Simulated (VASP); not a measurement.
In, 1 atom in the cell. Symmetry: Fm-3m, No. 225, cubic system. The conventional cell has a = 4.667 Å, b = 4.667 Å, c = 4.667 Å, α = 90.00°, β = 90.00°, γ = 90.00°. Within 4.3 Å of In (site symmetry m-3m) lie 12 In at 3.30 Å. This isn't the form of In at room conditions, which is tetragonal.

```yaml
Program: VASP 6.6.1
Task: relaxation of cell and atoms
Functional: PBEsol
Potentials_or_basis: VASP PAW PBE potentials, release 64 (In_d)
Cutoff: 600 eV
k_mesh: 16 × 16 × 16
Occupations: gaussian, width 0.1 eV
Spin: no spin polarisation
Dipole_correction: no
Further_INCAR_settings: ALGO = Normal; EDIFF = 1e-06; IBRION = 2; EDIFFG = -0.01; NSW = 80; ISIF = 3
```

Potentials or basis: VASP PAW PBE potentials, release 64 (In_d).

Run with:

```bash
$ cat potpaw_PBE.64/In_d/POTCAR > POTCAR
$ mpirun -np 1 vasp_std > vasp.out
```

Hardware: 1 thread of Intel Xeon 8259CL (shared host).

Problem. Estimate the wall time of this run.

Solution. Run time: 82 s on 1 thread of Intel Xeon 8259CL, with other jobs on the host, peak memory 0.2 GiB. Counts: scf iterations 17, k points 145, ion steps 2.
